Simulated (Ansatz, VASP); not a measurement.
One calculation of InGa3P2, two programs

File INCAR:

```
ALGO     = Normal         # electronic algorithm
EDIFF    = 1E-7           # SCF threshold, eV
ENCUT    = 520            # plane-wave cutoff, eV
GGA      = PE             # functional
ISIF     = 2              # what is computed and relaxed
ISMEAR   = 0              # smearing method
LASPH    = T              # aspherical terms in the spheres
LCHARG   = T              # write CHGCAR
LELF     = T              # ELF
LREAL    = F              # projectors in reciprocal space
LVHAR    = T            
LWAVE    = F              # write WAVECAR
NBANDS   = 40             # bands
NELM     = 60             # most SCF steps
PREC     = Accurate       # precision mode
SIGMA    = 0.1            # smearing width, eV
```

Contents of KPOINTS:

```
k-points
0
Gamma
  3 3 4
```

POSCAR

```
InGa3P2
1.0
    5.8855964000      0.0000000000      0.0000000000
   -2.9427982000      5.0970760000      0.0000000000
    0.0000000000      0.0000000000      3.9073722200
In Ga P
1 3 2
Direct
    0.0000000000      0.0000000000      0.0000000000
    0.0000000000      0.5000000000      0.5000000000
    0.5000000000      0.5000000000      0.5000000000
    0.5000000000      0.0000000000      0.5000000000
    0.6666666700      0.3333333300      0.0000000000
    0.3333333300      0.6666666700      0.0000000000
```

Input for Ansatz:

```yaml
crystal:
  lattice:
    - [5.8855964, 0.0, 0.0]
    - [-2.9427982, 5.097076, 0.0]
    - [0.0, 0.0, 3.90737222]
  atoms:
    - { symbol: In, position: [0.0, 0.0, 0.0] }
    - { symbol: Ga, position: [0.0, 0.5, 0.5] }
    - { symbol: Ga, position: [0.5, 0.5, 0.5] }
    - { symbol: Ga, position: [0.5, 0.0, 0.5] }
    - { symbol: P, position: [0.66666667, 0.33333333, 0.0] }
    - { symbol: P, position: [0.33333333, 0.66666667, 0.0] }
basis:
  ecutwfc: 420
kpoints:
  mp_grid: { grid: [3, 3, 4] }
hamiltonian:
  xc: pbe
scf:
  occupations: { method: gaussian, width: 0.1 }
  lower_state_search: "off"
output:
  forces: true
  stress: true
  eigenvalues: true
```

Change from the starting cell: species swapped into the LaGa2Rh3 type (P6/mmm, No. 191).

Alike in both runs: task single point; functional PBE; k mesh 3 × 3 × 4; occupations gaussian, width 0.1 eV; no spin polarisation.

```csv
,VASP,Ansatz
version,VASP 6.6.1,Ansatz 0.2.0
potentials or method,"VASP PAW PBE potentials, release 64 (In_d, Ga_d, P), cutoff 520 eV","scalar-relativistic, plane waves, PAW"
valence electrons in the cell,62,62
```

Ansatz gave:

```
gap on the k mesh at the Fermi level (eV)                     : none
pressure (GPa)                                                : 2.7
traceless stress, the component that is largest in VASP (GPa) : -1.52
```

Q: Estimate VASP's values.

A: gap on the k mesh at the Fermi level (eV): none; pressure (GPa): 2.8; traceless stress, the component that is largest in VASP (GPa): -1.52.

A gap of «none» marks a metal or a gap that the smearing closes. With one functional, cell and mesh, what is left measures potentials, basis and numerics.

The k mesh is coarse, so the values compare programs but aren't converged.
